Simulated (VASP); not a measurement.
# CoO (I4/mmm) in VASP: single point with PBE

Aim: the single point of CoO with PBE.

Everything below comes from runs of VASP 6.6.1. Logs are shortened: lines on timing, memory, paths and dates and some standing lists are left out, and cuts for length are marked.

## (1) The cell of the first run

The structure is tetragonal, space group I4/mmm (No. 139). The conventional cell has a = 3.016 Å, b = 3.016 Å, c = 4.214 Å, α = 90.00°, β = 90.00°, γ = 90.00°. Co (site symmetry 4/mmm) has 6 O at 2.11 to 2.13 Å within 2.8 Å. O (site symmetry 4/mmm) has 6 Co at 2.11 to 2.13 Å within 2.8 Å.

## (2) Single point, PBE, collinear spin, ferromagnetic start

INCAR

```
ALGO = Normal
EDIFF = 1E-6
ENCUT = 520
GGA = PE
ISIF = 2
ISMEAR = -1
ISPIN = 2
LASPH = True
LCHARG = False
LMAXMIX = 4
LORBIT = 11
LREAL = False
LWAVE = False
MAGMOM = 3 3 0 0
NBANDS = 27
NELM = 150
PREC = Accurate
SIGMA = 0.05
```

KPOINTS

```
k-points
0
Gamma
  5 10 10
```

POSCAR

```
CoO
1.0
   -3.0160000000      3.0160000000      4.2144950800
    1.5080000000     -1.5080000000      2.1072475400
    1.5080000000      1.5080000000     -2.1072475400
Co O
2 2
Direct
    0.0000000000      0.0000000000      0.0000000000
    0.5000000000      0.0000000000      0.0000000000
    0.2500000000      0.5000000000      0.0000000000
    0.7500000000      0.5000000000      0.0000000000
```

Potentials or basis: VASP PAW PBE potentials, release 64 (Co, O).

Launch:

```bash
> cat potpaw_PBE.64/Co/POTCAR potpaw_PBE.64/O/POTCAR > POTCAR
> mpirun -np 1 vasp_std > vasp.out
```

OUTCAR:

```text
EDIFF = 1E-6
   ENCUT = 520
   GGA = PE
   ISIF = 2
   ISMEAR = -1
   ISPIN = 2
   LASPH = True
   LORBIT = 11
   LREAL = False
   NELM = 150
   PREC = Accurate

 ion  position               nearest neighbor table
   1  0.000  0.000  0.000-   3 2.11   4 2.11   4 2.13   3 2.13   3 2.13   4 2.13   2 3.00   2 3.00
                             2 3.00   2 3.00   2 3.02   2 3.02
   2  0.500  0.000  0.000-   4 2.11   3 2.11   4 2.13   3 2.13   4 2.13   3 2.13   1 3.00   1 3.00
                             1 3.00   1 3.00   1 3.02   1 3.02
   3  0.250  0.500  0.000-   2 2.11   1 2.11   2 2.13   1 2.13   2 2.13   1 2.13
   4  0.750  0.500  0.000-   1 2.11   2 2.11   2 2.13   1 2.13   1 2.13   2 2.13

  LATTYP: Found a base centered monoclinic cell.
 ALAT       =     5.1824921398
 B/A-ratio  =     0.5819593969
 C/A-ratio  =     1.0000000000
 COS(beta)  =    -0.3226465208

  Lattice vectors:

 A1 = (   1.5080000000,   1.5080000000,  -2.1072475400)
 A2 = (  -1.5080000000,   1.5080000000,  -2.1072475400)
 A3 = (  -0.0000000000,   3.0160000000,   4.2144950800)

Analysis of symmetry for initial positions (statically):
=====================================================================
 Subroutine PRICEL returns following result:

  LATTYP: Found a body centered tetragonal cell.
 ALAT       =     3.0160000000
 C/A-ratio  =     1.3973790053
[... 12 lines left out ...]
 Subroutine GETGRP returns: Found  4 space group operations
 (whereof  4 operations were pure point group operations)
 out of a pool of  4 trial point group operations.

The static configuration has the point symmetry C_2h.

Analysis of symmetry for dynamics (positions and initial velocities):
=====================================================================
 Subroutine PRICEL returns following result:

  LATTYP: Found a body centered tetragonal cell.
 ALAT       =     3.0160000000
 C/A-ratio  =     1.3973790053
[... 12 lines left out ...]
 Subroutine GETGRP returns: Found  4 space group operations
 (whereof  4 operations were pure point group operations)
 out of a pool of  4 trial point group operations.

The dynamic configuration has the point symmetry C_2h.

Analysis of structural, dynamic, and magnetic symmetry:
=====================================================================
 Subroutine PRICEL returns following result:

  LATTYP: Found a body centered tetragonal cell.
 ALAT       =     3.0160000000
 C/A-ratio  =     1.3973790053
[... 12 lines left out ...]
 Subroutine GETGRP returns: Found  4 space group operations
 (whereof  4 operations were pure point group operations)
 out of a pool of  4 trial point group operations.

The overall configuration has the point symmetry C_2h.

 Subroutine INISYM returns: Found  4 space group operations
 (whereof  4 operations are pure point group operations),
 and found     2 'primitive' translations

----------------------------------------------------------------------------------------

                                     Primitive cell

  volume of cell :      19.1681

  direct lattice vectors                    reciprocal lattice vectors
    -1.508000000  1.508000000  2.107247540     0.000000000  0.331564987  0.237276348
     1.508000000 -1.508000000  2.107247540     0.331564987  0.000000000  0.237276348
     1.508000000  1.508000000 -2.107247540     0.331564987  0.331564987  0.000000000

  length of vectors
     2.998102766  2.998102766  2.998102766     0.407719764  0.407719764  0.468903701

  position of ions in fractional coordinates (direct lattice)
     0.000000000  0.000000000  0.000000000
     0.500000000  0.500000000  0.000000000

  ion indices of the primitive-cell ions
   primitive index   ion index
                 1           1
                 2           3

----------------------------------------------------------------------------------------

 KPOINTS: k-points

Automatic generation of k-mesh.
 Grid dimensions read from file:
 generate k-points for:    5   10   10

 Generating k-lattice:
[... 27 lines left out ...]
|     Results are often still useful ...                                      |
|                                                                             |
 -----------------------------------------------------------------------------

 Subroutine IBZKPT returns following result:
 ===========================================

 Found    141 irreducible k-points:

 Following reciprocal coordinates:
            Coordinates               Weight
  0.000000  0.000000  0.000000      1.000000
  0.200000 -0.000000  0.000000      2.000000
  0.400000  0.000000  0.000000      2.000000
 -0.000000  0.100000  0.000000      4.000000
  0.200000  0.100000  0.000000      4.000000
  0.400000  0.100000  0.000000      4.000000
[... 16 lines left out ...]
 -0.200000  0.400000  0.000000      4.000000
  0.000000  0.500000  0.000000      2.000000
 [... further k-points ...]
   k-points           NKPTS =    141   k-points in BZ     NKDIM =    141   number of bands    NBANDS=     27
   number of dos      NEDOS =    301   number of ions     NIONS =      4
   total plane-waves  NPLWV =  27648
   dimension x,y,z NGX =    48 NGY =   24 NGZ =   24
   dimension x,y,z NGXF=    96 NGYF=   48 NGZF=   48
   ions per type =               2   2
   NGX,Y,Z   is equivalent  to a cutoff of  13.31, 13.31, 13.31 a.u.
   NGXF,Y,Z  is equivalent  to a cutoff of  26.62, 26.62, 26.62 a.u.
 SYSTEM =  unknown system
   PREC   = accura    normal or accurate (medium, high low for compatibility)
   ISTART =      0    job   : 0-new  1-cont  2-samecut
   ICHARG =      2    charge: 1-file 2-atom 10-const
   ISPIN  =      2    spin polarized calculation?
   LNONCOLLINEAR =      F non collinear calculations
   LSORBIT =      F    spin-orbit coupling
   LASPH  =      T    aspherical Exc in radial PAW
   ENCUT  =  520.0 eV  38.22 Ry    6.18 a.u.  11.15  5.57  5.57*2*pi/ulx,y,z
   NELM   =    150;   NELMIN=  2; NELMDL= -5     # of ELM steps
   EDIFF  = 0.1E-05   stopping-criterion for ELM
   LREAL  =      F    real-space projection
   EDIFFG = 0.1E-04   stopping-criterion for IOM
   NSW    =      0    number of steps for IOM
   IBRION =     -1    ionic relax: 0-MD 1-quasi-New 2-CG
   NFREE  =      0    steps in history (QN), initial steepest desc. (CG)
   ISIF   =      2    stress and relaxation
   ISYM   =      2    0-nonsym 1-usesym 2-fastsym
   POTIM  = 0.5000    time-step for ionic-motion
   TEBEG  =    0.0;   TEEND  =   0.0 temperature during run
   PSTRESS=    0.0 pullay stress
   NELECT =      30.0000    total number of electrons
   NUPDOWN=      -1.0000    fix difference up-down
   EMIN   =  10.00;   EMAX   =-10.00  energy-range for DOS
   EFERMI =   0.00;   METHOD = LEGACY
   ISMEAR =    -1;   SIGMA  =   0.05  broadening in eV -4-tet -1-fermi 0-gaus
   EFERMI_NEDOS =   21; number of points for ismear=-14 and -15
   IALGO  =     38    algorithm
   IMIX   =      4    mixing-type and parameters
     AMIX     =   0.40;   BMIX     =  1.00
     AMIX_MAG =   1.60;   BMIX_MAG =  1.00
  volume/ion in A,a.u.               =       9.58        64.68
  Fermi-wavevector in a.u.,A,eV,Ry     =   1.508618  2.850874 30.965868  2.275927
  Thomas-Fermi vector in A             =   2.619048
   LORBIT       =     11    0 simple, 1 ext, 2 COOP (PROOUT), +10 PAW based schemes
   GGA     = PE    functional components
   LHFCALC =     F    Hartree Fock is set to
   AEXX    =    0.0000 exact exchange contribution
   IVDW    =     0    specifies the selected vdW correction
   LEPSILON=     F    determine dielectric tensor
   LRPA    =     F    only Hartree local field effects (RPA)
 spin polarized calculation
  energy-cutoff  :      520.00
  volume of cell :       38.34
 maximum number of plane-waves:      1050
 NGX is ok and might be reduce to    48
   NGX = 23   NGY = 11   NGZ = 11

 number of electron      30.0000011 magnetization       5.7658705

 Free energy of the ion-electron system (eV)
  ---------------------------------------------------
  ext. energy  EPLUGINS =         0.00000000
  ---------------------------------------------------
  free energy    TOTEN  =       -26.12787593 eV

  energy without entropy =      -26.05883741  energy(sigma->0) =      -26.09335667

 E-fermi :   8.0168     XC(G=0): -12.4547

 val. band max:        8.0167647468   @ k =   0.2000   0.5000   0.2000
 cond. band min:       8.0173121561   @ k =  -0.4000  -0.2000   0.2000
 fundamental gap:      0.0005474093
 Fermi energy:         8.0168127668

 spin component 1

 k-point     1 :       0.0000    0.0000    0.0000
  band No.  band energies     occupation
      1     -12.2429      1.00000
      2     -10.9872      1.00000
      3      -0.1651      1.00000
      4       1.9654      1.00000
      5       2.0069      1.00000
      6       4.7579      1.00000
[... 709 lines left out ...]
     26      23.8214      0.00000
     27      24.0182      0.00000

 [... further k-points ...]

 spin component 2

 k-point     1 :       0.0000    0.0000    0.0000
  band No.  band energies     occupation
      1     -11.7508      1.00000
      2     -10.4572      1.00000
      3       0.3805      1.00000
      4       3.3208      1.00000
      5       3.3617      1.00000
      6       5.3823      1.00000
[... 709 lines left out ...]
     26      24.4432      0.00000
     27      24.6382      0.00000

 [... further k-points ...]
[... 5 lines left out ...]
  --------------------------------------------------------------------------------------
  -------------------------------------------------------------------------------------
  Total       -0.1781941     -0.1781252     -0.1179369      0.0000000     -0.0006556      0.0000000
  in kB       -7.4472441     -7.4443662     -4.9289237      0.0000000     -0.0274001      0.0000000
  external PRESSURE =      -6.6068447 kB  Pullay stress =       0.0000000 kB

 VOLUME and BASIS-vectors are now :
 -----------------------------------------------------------------------------
  energy-cutoff  :      520.00
  volume of cell :       38.34
      direct lattice vectors                 reciprocal lattice vectors
    -3.016000000  3.016000000  4.214495080     0.000000000  0.165782493  0.118638174
     1.508000000 -1.508000000  2.107247540     0.331564987  0.000000000  0.237276348
     1.508000000  1.508000000 -2.107247540     0.331564987  0.331564987  0.000000000

 POSITION                                       TOTAL-FORCE (eV/Angst)
 -----------------------------------------------------------------------------------
      0.00000      0.00000      0.00000        -0.000000     -0.000000     -0.000000
     -1.50800      1.50800      2.10725         0.000000     -0.000000      0.000000
      0.00000      0.00000      2.10725        -0.000000      0.000000     -0.000000
     -1.50800      1.50800      4.21450        -0.000000      0.000000      0.000000
 -----------------------------------------------------------------------------------
    total drift:                                0.000000      0.000000     -0.000000

  FREE ENERGIE OF THE ION-ELECTRON SYSTEM (eV)
  ---------------------------------------------------
  free  energy   TOTEN  =       -26.1278759347 eV

  energy  without entropy=      -26.0588374084  energy(sigma->0) =      -26.09335667

 total charge

# of ion       s       p       d       tot
------------------------------------------
    1        0.296   0.362   7.150   7.808
    2        0.296   0.362   7.150   7.808
    3        1.556   3.427   0.000   4.983
    4        1.556   3.427   0.000   4.983
--------------------------------------------------
tot          3.705   7.577  14.300  25.582

 magnetization (x)

# of ion       s       p       d       tot
------------------------------------------
    1        0.021   0.018   2.503   2.542
    2        0.021   0.018   2.503   2.542
    3        0.029   0.263   0.000   0.292
    4        0.029   0.263   0.000   0.292
--------------------------------------------------
tot          0.099   0.562   5.006   5.667
```

Run time: 4.1 min. Hardware: 1 thread of AMD EPYC 9R45 (Zen 5), shared host; peak memory 0.31 GiB.

What came out:

```
Free energy                                           : -26.1279 eV
Pressure                                              : -0.7 GPa
Net moment                                            : 5.77 μB per cell
Site moments                                          : Co +2.54; O +0.29 μB
Valence electrons inside the program's atomic spheres : Co 7.81; O 4.98
```

Caveat: semilocal functionals often make such compounds metallic where correlation or magnetic order opens a gap, which also shifts bond lengths. With open d or f shells a metallic result of PBE can be an artefact of self-interaction; +U or a hybrid may open a gap.
